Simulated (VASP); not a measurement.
# I (C2/m) in VASP: notebook

Runs on I. Level: LDA. Tasks: single point, relaxation of volume and atoms at fixed shape.

Everything below comes from runs of VASP 6.6.1. Logs are shortened: lines on timing, memory, paths and dates and some standing lists are left out, and cuts for length are marked.

## (1) The cell of the first run

It takes space group C2/m (No. 12, monoclinic). The conventional cell has a = 4.971 Å, b = 7.259 Å, c = 2.821 Å, α = 90.00°, β = 124.24°, γ = 90.00°. I (site symmetry 2/m) has 2 I at 2.82 Å within 3.7 Å.

## (2) Single point, LDA

INCAR

```
SYSTEM = I
ALGO = Normal ; EDIFF = 1E-6
ENCUT = 520 ; ISIF = 2
ISMEAR = -1 ; LASPH = .TRUE.
LCHARG = .FALSE. ; LREAL = .FALSE.
LWAVE = .FALSE. ; NBANDS = 10
NELM = 60 ; PREC = Accurate
SIGMA = 0.02
```

KPOINTS

```
k-points
0
G
  5 5 7
  0 0 0
```

POSCAR

```
I
1.0
    2.4856847382     -3.6297248535      0.0000000000
    2.4856847382      3.6297248535      0.0000000000
   -1.5872472321      0.0000000000      2.3316981322
I
1
Direct
    0.5000000000      0.5000000000      0.5000000000
```

Potentials or basis: VASP PAW LDA potentials, release 64 (I).

Run with:

```
$ cat potpaw_LDA.64/I/POTCAR > POTCAR
$ mpirun -np 1 vasp_std > vasp.out
```

OUTCAR:

```text
SYSTEM = I
   EDIFF = 1E-6
   ENCUT = 520
   ISIF = 2
   ISMEAR = -1
   LASPH = .TRUE.
   LREAL = .FALSE.
   NELM = 60
   PREC = Accurate

 ion  position               nearest neighbor table
   1  0.500  0.500  0.500-

  LATTYP: Found a base centered monoclinic cell.
 ALAT       =     4.9713694764
 B/A-ratio  =     1.4602514944
 C/A-ratio  =     0.5673825625
 COS(beta)  =    -0.5627202612

  Lattice vectors:

 A1 = (   2.4856847382,  -3.6297248535,   0.0000000000)
 A2 = (   2.4856847382,   3.6297248535,   0.0000000000)
 A3 = (  -1.5872472321,   0.0000000000,   2.3316981322)

Analysis of symmetry for initial positions (statically):
=====================================================================
 Subroutine PRICEL returns:
 Original cell was already a primitive cell.

 Routine SETGRP: Setting up the symmetry group for a
 base centered monoclinic supercell.

 Subroutine GETGRP returns: Found  4 space group operations
 (whereof  4 operations were pure point group operations)
 out of a pool of  4 trial point group operations.

The static configuration has the point symmetry C_2h.

Analysis of symmetry for dynamics (positions and initial velocities):
=====================================================================
 Subroutine PRICEL returns:
 Original cell was already a primitive cell.

 Routine SETGRP: Setting up the symmetry group for a
 base centered monoclinic supercell.

 Subroutine GETGRP returns: Found  4 space group operations
 (whereof  4 operations were pure point group operations)
 out of a pool of  4 trial point group operations.

The dynamic configuration has the point symmetry C_2h.

 Subroutine INISYM returns: Found  4 space group operations
 (whereof  4 operations are pure point group operations),
 and found     1 'primitive' translations

----------------------------------------------------------------------------------------

                                     Primitive cell

  volume of cell :      42.0748

  direct lattice vectors                    reciprocal lattice vectors
     2.485684738 -3.629724853  0.000000000     0.201151816 -0.137751488  0.136929245
     2.485684738  3.629724853  0.000000000     0.201151816  0.137751488  0.136929245
    -1.587247232  0.000000000  2.331698132     0.000000000  0.000000000  0.428871982

  length of vectors
     4.399264840  4.399264840  2.820668353     0.279619641  0.279619641  0.428871982

  position of ions in fractional coordinates (direct lattice)
     0.500000000  0.500000000  0.500000000

  ion indices of the primitive-cell ions
   primitive index   ion index
                 1           1

----------------------------------------------------------------------------------------

 KPOINTS: k-points

Automatic generation of k-mesh.
 Grid dimensions read from file:
 generate k-points for:    5    5    7

 Generating k-lattice:

  Cartesian coordinates                     Fractional coordinates (reciprocal lattice)
     0.040230363 -0.027550298  0.027385849     0.200000000 -0.000000000  0.000000000
     0.040230363  0.027550298  0.027385849    -0.000000000  0.200000000  0.000000000
     0.000000000  0.000000000  0.061267426     0.000000000  0.000000000  0.142857143

  Length of vectors
     0.055923928  0.055923928  0.061267426

  Shift w.r.t. Gamma in fractional coordinates (k-lattice)
     0.000000000  0.000000000  0.000000000

 Subroutine IBZKPT returns following result:
 ===========================================

 Found     54 irreducible k-points:

 Following reciprocal coordinates:
            Coordinates               Weight
  0.000000  0.000000  0.000000      1.000000
  0.200000  0.000000  0.000000      4.000000
  0.400000  0.000000 -0.000000      4.000000
  0.200000  0.200000  0.000000      2.000000
  0.400000  0.200000  0.000000      4.000000
 -0.400000  0.200000  0.000000      4.000000
[... 16 lines left out ...]
 -0.200000 -0.400000  0.142857      4.000000
 -0.200000 -0.200000  0.142857      2.000000
 [... further k-points ...]
   k-points           NKPTS =     54   k-points in BZ     NKDIM =     54   number of bands    NBANDS=     10
   number of dos      NEDOS =    301   number of ions     NIONS =      1
   total plane-waves  NPLWV =  31104
   dimension x,y,z NGX =    36 NGY =   36 NGZ =   24
   dimension x,y,z NGXF=    72 NGYF=   72 NGZF=   48
   ions per type =               1
   NGX,Y,Z   is equivalent  to a cutoff of  13.60, 13.60, 14.15 a.u.
   NGXF,Y,Z  is equivalent  to a cutoff of  27.21, 27.21, 28.29 a.u.
 SYSTEM =  I
   PREC   = accura    normal or accurate (medium, high low for compatibility)
   ISTART =      0    job   : 0-new  1-cont  2-samecut
   ICHARG =      2    charge: 1-file 2-atom 10-const
   ISPIN  =      1    spin polarized calculation?
   LNONCOLLINEAR =      F non collinear calculations
   LSORBIT =      F    spin-orbit coupling
   LASPH  =      T    aspherical Exc in radial PAW
   ENCUT  =  520.0 eV  38.22 Ry    6.18 a.u.   8.18  8.18  5.24*2*pi/ulx,y,z
   NELM   =     60;   NELMIN=  2; NELMDL= -5     # of ELM steps
   EDIFF  = 0.1E-05   stopping-criterion for ELM
   LREAL  =      F    real-space projection
   EDIFFG = 0.1E-04   stopping-criterion for IOM
   NSW    =      0    number of steps for IOM
   IBRION =     -1    ionic relax: 0-MD 1-quasi-New 2-CG
   NFREE  =      0    steps in history (QN), initial steepest desc. (CG)
   ISIF   =      2    stress and relaxation
   ISYM   =      2    0-nonsym 1-usesym 2-fastsym
   POTIM  = 0.5000    time-step for ionic-motion
   TEBEG  =    0.0;   TEEND  =   0.0 temperature during run
   PSTRESS=    0.0 pullay stress
   NELECT =       7.0000    total number of electrons
   NUPDOWN=      -1.0000    fix difference up-down
   EMIN   =  10.00;   EMAX   =-10.00  energy-range for DOS
   EFERMI =   0.00;   METHOD = LEGACY
   ISMEAR =    -1;   SIGMA  =   0.02  broadening in eV -4-tet -1-fermi 0-gaus
   EFERMI_NEDOS =   21; number of points for ismear=-14 and -15
   IALGO  =     38    algorithm
   IMIX   =      4    mixing-type and parameters
     AMIX     =   0.40;   BMIX     =  1.00
     AMIX_MAG =   1.60;   BMIX_MAG =  1.00
  volume/ion in A,a.u.               =      42.07       283.93
  Fermi-wavevector in a.u.,A,eV,Ry     =   0.900396  1.701501 11.030416  0.810713
  Thomas-Fermi vector in A             =   2.023348
   LORBIT       =      0    0 simple, 1 ext, 2 COOP (PROOUT), +10 PAW based schemes
   GGA     = CA    functional components
   LHFCALC =     F    Hartree Fock is set to
   AEXX    =    0.0000 exact exchange contribution
   IVDW    =     0    specifies the selected vdW correction
   LEPSILON=     F    determine dielectric tensor
   LRPA    =     F    only Hartree local field effects (RPA)
 non-spin polarized calculation
  energy-cutoff  :      520.00
  volume of cell :       42.07
 maximum number of plane-waves:      1152
 NGX is ok and might be reduce to    36
   NGX = 17   NGY = 17   NGZ = 11

 number of electron       7.0000000 magnetization

 Free energy of the ion-electron system (eV)
  ---------------------------------------------------
  ext. energy  EPLUGINS =         0.00000000
  ---------------------------------------------------
  free energy    TOTEN  =        -1.96534376 eV

  energy without entropy =       -1.96448748  energy(sigma->0) =       -1.96491562

 E-fermi :   2.5431     XC(G=0):  -8.3992

 val. band max:        2.4751152144   @ k =  -0.2000   0.0000   0.4286
 cond. band min:       2.5488760138   @ k =  -0.2000  -0.4000   0.4286
 fundamental gap:      0.0737607993
 Fermi energy:         2.5430766136

 k-point     1 :       0.0000    0.0000    0.0000
  band No.  band energies     occupation
      1     -11.3339      2.00000
      2       0.9802      2.00000
      3       0.9892      2.00000
      4       6.5691      0.00000
      5       6.9671      0.00000
      6      10.2584      0.00000
      7      10.5803      0.00000
      8      12.9816      0.00000
      9      13.7306      0.00000
     10      18.4708      0.00000

 k-point     2 :       0.2000    0.0000    0.0000
  band No.  band energies     occupation
      1     -11.2226      2.00000
      2      -0.0220      2.00000
      3       0.7714      2.00000
      4       6.9732      0.00000
      5       7.7449      0.00000
      6       9.6058      0.00000
      7      11.3818      0.00000
      8      13.7249      0.00000
      9      15.7152      0.00000
     10      18.8274      0.00000

 k-point     3 :       0.4000    0.0000   -0.0000
  band No.  band energies     occupation
      1     -11.0290      2.00000
      2      -1.2055      2.00000
      3       0.4686      2.00000
      4       6.9840      0.00000
      5       7.4253      0.00000
      6      12.1002      0.00000
      7      13.6656      0.00000
      8      14.1264      0.00000
      9      17.9863      0.00000
     10      18.5986      0.00000

 k-point     4 :       0.2000    0.2000    0.0000
  band No.  band energies     occupation
      1     -11.0644      2.00000
      2      -0.8755      2.00000
      3       0.2785      2.00000
      4       7.0099      0.00000
      5       8.9682      0.00000
      6       9.2917      0.00000
      7      13.5657      0.00000
      8      14.2916      0.00000
      9      18.1777      0.00000
     10      19.0028      0.00000

 k-point     5 :       0.4000    0.2000    0.0000
  band No.  band energies     occupation
      1     -10.9719      2.00000
      2      -1.1605      2.00000
      3      -0.1841      2.00000
      4       6.9421      0.00000
      5       8.7230      0.00000
      6      11.6670      0.00000
      7      12.9732      0.00000
      8      14.8335      0.00000
      9      17.4993      0.00000
     10      18.9361      0.00000

 k-point     6 :      -0.4000    0.2000    0.0000
  band No.  band energies     occupation
      1     -11.0814      2.00000
      2      -0.7443      2.00000
      3       0.2023      2.00000
      4       6.8656      0.00000
      5       9.0934      0.00000
      6       9.3400      0.00000
      7      13.1986      0.00000
      8      14.0930      0.00000
      9      17.8878      0.00000
     10      18.6989      0.00000
[... 183 lines left out ...]
 k-point    21 :      -0.2000    0.4000    0.1429
  band No.  band energies     occupation
      1     -10.6573      2.00000
      2      -0.7770      2.00000
      3       0.4992      2.00000
      4       4.1575      0.00000
      5       8.4100      0.00000
      6      11.7465      0.00000
      7      14.5473      0.00000
      8      14.9755      0.00000
      9      15.7136      0.00000
     10      17.1012      0.00000

 k-point    22 :      -0.4000   -0.4000    0.1429
  band No.  band energies     occupation
      1     -10.6033      2.00000
      2      -0.5032      2.00000
      3      -0.3219      2.00000
      4       4.1074      0.00000
      5      10.4778      0.00000
      6      10.7991      0.00000
      7      13.4829      0.00000
      8      14.9574      0.00000
      9      16.4129      0.00000
     10      16.8637      0.00000

 k-point    23 :      -0.2000   -0.4000    0.1429
  band No.  band energies     occupation
      1     -10.6572      2.00000
      2      -0.8053      2.00000
      3       0.5634      2.00000
      4       4.2342      0.00000
      5       8.4019      0.00000
      6      11.3561      0.00000
      7      14.1391      0.00000
      8      15.5703      0.00000
      9      15.8779      0.00000
     10      16.3046      0.00000

 k-point    24 :      -0.2000   -0.2000    0.1429
  band No.  band energies     occupation
      1     -10.8354      2.00000
      2       0.1437      2.00000
      3       1.0156      2.00000
      4       4.2400      0.00000
      5       8.4879      0.00000
      6       9.5200      0.00000
      7      12.1576      0.00000
      8      14.6747      0.00000
      9      15.2439      0.00000
     10      16.6440      0.00000

 [... further k-points ...]

------------------------ aborting loop because EDIFF is reached ----------------------------------------

  FORCE on cell =-STRESS in cart. coord.  units (eV):
  Direction    XX          YY          ZZ          XY          YZ          ZX
  --------------------------------------------------------------------------------------
  -------------------------------------------------------------------------------------
  Total       -0.1172827     -0.2380120      0.3524743      0.0000000      0.0000000     -0.5639744
  in kB       -4.4660403     -9.0633199     13.4219613      0.0000000      0.0000000    -21.4757270
  external PRESSURE =      -0.0357997 kB  Pullay stress =       0.0000000 kB

 VOLUME and BASIS-vectors are now :
 -----------------------------------------------------------------------------
  energy-cutoff  :      520.00
  volume of cell :       42.07
      direct lattice vectors                 reciprocal lattice vectors
     2.485684738 -3.629724853  0.000000000     0.201151816 -0.137751488  0.136929245
     2.485684738  3.629724853  0.000000000     0.201151816  0.137751488  0.136929245
    -1.587247232  0.000000000  2.331698132     0.000000000  0.000000000  0.428871982

 POSITION                                       TOTAL-FORCE (eV/Angst)
 -----------------------------------------------------------------------------------
      1.69206      0.00000      1.16585        -0.000000      0.000000      0.000000
 -----------------------------------------------------------------------------------
    total drift:                                0.000000      0.000000      0.000000

  FREE ENERGIE OF THE ION-ELECTRON SYSTEM (eV)
  ---------------------------------------------------
  free  energy   TOTEN  =        -1.9653437591 eV

  energy  without entropy=       -1.9644874817  energy(sigma->0) =       -1.96491562
```

Run time: 6.4 s. Hardware: 1 thread of Intel Xeon 6975P-C (Granite Rapids), shared host; peak memory 0.16 GiB.

What came out:

* Free energy: -1.9653 eV
* Pressure: 0.0 GPa

Caveat: the k points lie up to 0.38 Å⁻¹ apart; spin-orbit coupling is left out, which moves the levels of the heavy elements; an odd number of electrons without spin polarisation forces a metal; a magnetic or distorted state may lie lower.

## (3) Relaxation of volume and atoms at fixed shape, LDA

This run uses another cell than the first one, of 44.81 Å³/atom, 1.065 times its volume.

INCAR

```
  PREC = Accurate
  ENCUT = 600
  EDIFF = 1E-7
  ISMEAR = -1
  SIGMA = 0.02
  LREAL = F
  LASPH = T
  NELM = 80
  ALGO = Normal
  ISIF = 8
  LWAVE = F
  LCHARG = F
  GGA = CA
  IBRION = 2
  NSW = 80
  EDIFFG = -0.01
```

KPOINTS

```
Automatic mesh
0
Gamma
  5 5 7
```

POSCAR

```
I
1.0
    2.5383470000     -3.7066250000      0.0000000000
    2.5383470000      3.7066250000      0.0000000000
   -1.6208750000      0.0000000000      2.3810980000
I
1
Direct
    0.5000000000      0.5000000000      0.5000000000
```

Potentials or basis: VASP PAW LDA potentials, release 64 (I).

Run with:

```
$ cat potpaw_LDA.64/I/POTCAR > POTCAR
$ mpirun -np 1 vasp_std > vasp.out
```

OUTCAR:

```text
PREC = Accurate
   ENCUT = 600
   EDIFF = 1E-7
   ISMEAR = -1
   LREAL = F
   LASPH = T
   NELM = 80
   ISIF = 8
   GGA = CA
   IBRION = 2
   NSW = 80
   EDIFFG = -0.01

 ion  position               nearest neighbor table
   1  0.500  0.500  0.500-

  LATTYP: Found a base centered monoclinic cell.
 ALAT       =     5.0766940000
 B/A-ratio  =     1.4602514944
 C/A-ratio  =     0.5673825625
 COS(beta)  =    -0.5627202612

  Lattice vectors:

[... 467 lines left out ...]

 [... further k-points ...]

------------------------ aborting loop because EDIFF is reached ----------------------------------------

  FORCE on cell =-STRESS in cart. coord.  units (eV):
  Direction    XX          YY          ZZ          XY          YZ          ZX
  --------------------------------------------------------------------------------------
  -------------------------------------------------------------------------------------
  Total       -0.1183920     -0.2395563      0.3516366      0.0000000      0.0000000     -0.5643053
  in kB       -4.5080039     -9.1215660     13.3892417      0.0000000      0.0000000    -21.4870113
  external PRESSURE =      -0.0801094 kB  Pullay stress =       0.0000000 kB

 VOLUME and BASIS-vectors are now :
 -----------------------------------------------------------------------------
  energy-cutoff  :      600.00
  volume of cell :       42.08
      direct lattice vectors                 reciprocal lattice vectors
     2.485735582 -3.629799098  0.000000000     0.201147702 -0.137748671  0.136926444
     2.485735582  3.629799098  0.000000000     0.201147702  0.137748671  0.136926444
    -1.587279699  0.000000000  2.331745826     0.000000000  0.000000000  0.428863210

 POSITION                                       TOTAL-FORCE (eV/Angst)
 -----------------------------------------------------------------------------------
      1.69210      0.00000      1.16587         0.000000      0.000000      0.000000
 -----------------------------------------------------------------------------------
    total drift:                                0.000000      0.000000      0.000000

  FREE ENERGIE OF THE ION-ELECTRON SYSTEM (eV)
  ---------------------------------------------------
  free  energy   TOTEN  =        -1.9654124827 eV

  energy  without entropy=       -1.9645561741  energy(sigma->0) =       -1.96498433

 reached required accuracy - stopping structural energy minimisation
```

OSZICAR:

```text
N       E                     dE             d eps       ncg     rms          rms(c)
DAV:   1     0.333758112878E+02    0.33376E+02   -0.28280E+03   756   0.811E+02
DAV:   2    -0.764738419718E+00   -0.34141E+02   -0.33089E+02  1036   0.100E+02
DAV:   3    -0.200651213342E+01   -0.12418E+01   -0.12399E+01   924   0.288E+01
DAV:   4    -0.201945889118E+01   -0.12947E-01   -0.12947E-01  1197   0.342E+00
[... 18 lines left out ...]
DAV:   9    -0.196596098311E+01    0.11771E-02   -0.30955E-04   777   0.134E-01    0.124E+00
DAV:  10    -0.196544482835E+01    0.51615E-03   -0.30852E-04   784   0.138E-01    0.306E-01
DAV:  11    -0.196541753896E+01    0.27289E-04   -0.17749E-05  1197   0.384E-02    0.123E-01
DAV:  12    -0.196541257607E+01    0.49629E-05   -0.35494E-06   819   0.139E-02    0.199E-02
DAV:  13    -0.196541248268E+01    0.93395E-07   -0.12121E-07   812   0.343E-03
   2 F= -.19654125E+01 E0= -.19649843E+01  d E =-.139952E-01
```

CONTCAR:

```text
I
   1.00000000000000
     2.4857355821287608   -3.6297990984321760    0.0000000000000000
     2.4857355821287608    3.6297990984321760    0.0000000000000000
    -1.5872796988287872    0.0000000000000000    2.3317458263726860
  I
     1
Direct
     0.5000000000000000    0.5000000000000000    0.5000000000000000

  0.00000000E+00  0.00000000E+00  0.00000000E+00
```

Run time: 11 s. Hardware: 1 thread of Intel Xeon 6975P-C (Granite Rapids), shared host; peak memory 0.17 GiB.

Results:

```
Free energy                            : -1.9654 eV
Relaxed volume                         : 42.08 Å³/atom
Relaxed cell                           : a = 4.399 Å, b = 4.399 Å, c = 2.821 Å, α = 108.54°, β = 108.54°, γ = 111.19°
Space group after relaxing (to 0.05 Å) : Immm (No. 71)
Energy gained by relaxing              : 14.0 meV/atom
Ionic steps                            : 2
Pressure after relaxing                : 0.0 GPa
```

Stress tensor (GPa, compression positive):
```
-0.45  0.00 -2.15
 0.00 -0.91  0.00
-2.15  0.00  1.34
```

The path:
| step | energy change (eV) | largest force (eV/Å) | pressure (GPa) | volume (Å³) |
| --- | --- | --- | --- | --- |
| 1 | 0.0000 | 0.0000 | -1.54 | 44.81 |
| 2 | -0.0140 | 0.0000 | -0.01 | 42.08 |

Final structure:
```xyz
1
Lattice="2.4857 -3.6298 0.0000 2.4857 3.6298 0.0000 -1.5873 0.0000 2.3317" Properties=species:S:1:pos:R:3 pbc="T T T"
I     1.6921    0.0000    1.1659
```

Levels at points of the mesh, in eV from the Fermi level:
```
           k point  band 1  band 2  band 3  band 4  band 5  band 6  band 7
(0.00, 0.00, 0.00)  -13.88   -1.56   -1.55    4.03    4.42    7.72    8.04
```

Caveat: the k points lie up to 0.38 Å⁻¹ apart in the final cell; spin-orbit coupling is left out, which moves the levels of the heavy elements; an odd number of electrons without spin polarisation forces a metal; a magnetic or distorted state may lie lower.
